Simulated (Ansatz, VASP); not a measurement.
## Two plane-wave programs on Zn3Se2S

```
Zn Se S
1.0
     3.98263   -0.00039   -0.00012
    -1.99165    3.44742    0.00013
    -0.00049    0.00047   19.60193
Zn Se S
6 4 2
Direct
  0.33346 0.66631 0.99702
  0.33345 0.66776 0.33996
  0.33342 0.66607 0.66845
  0.66614 0.33352 0.16844
  0.66661 0.33376 0.49701
  0.66693 0.33255 0.83997
  0.33283 0.66671 0.12400
  0.33357 0.66576 0.79507
  0.66675 0.33452 0.29506
  0.66676 0.33296 0.62400
  0.33328 0.66703 0.46050
  0.66679 0.33305 0.96050
```

Change from the starting cell: cell x1, atoms moved at random (sigma 0.1 Å) and cell strained at random (1.5 %), then relaxed without symmetry.

Alike in both runs: functional PBE; k mesh 6 × 6 × 1; occupations gaussian, width 0.1 eV; no spin polarisation.

Ansatz relaxed the structure, and its values are those at the end. VASP's run is a single point on that final structure, the one shown.

|  | VASP | Ansatz |
| --- | --- | --- |
| version | VASP 6.6.1 | Ansatz 0.2.0 |
| potentials or method | VASP PAW PBE potentials, release 64 (Zn, Se, S), cutoff 520 eV | scalar-relativistic, plane waves, PAW |
| valence electrons in the cell | 108 | 148 |

```csv
,VASP,Ansatz,Ansatz less VASP
gap on the k mesh at the Fermi level (eV),1.30,1.30,0.000
least direct gap on the mesh (eV),1.30,1.30,0.000
pressure (GPa),0.2,0.0,-0.22
rms of the force components (eV/Å),0.004,0.004,-0.0002
```

VASP's potentials hold 108 valence electrons a cell and Ansatz's 148, so a difference there can come from the potentials and not from the codes.
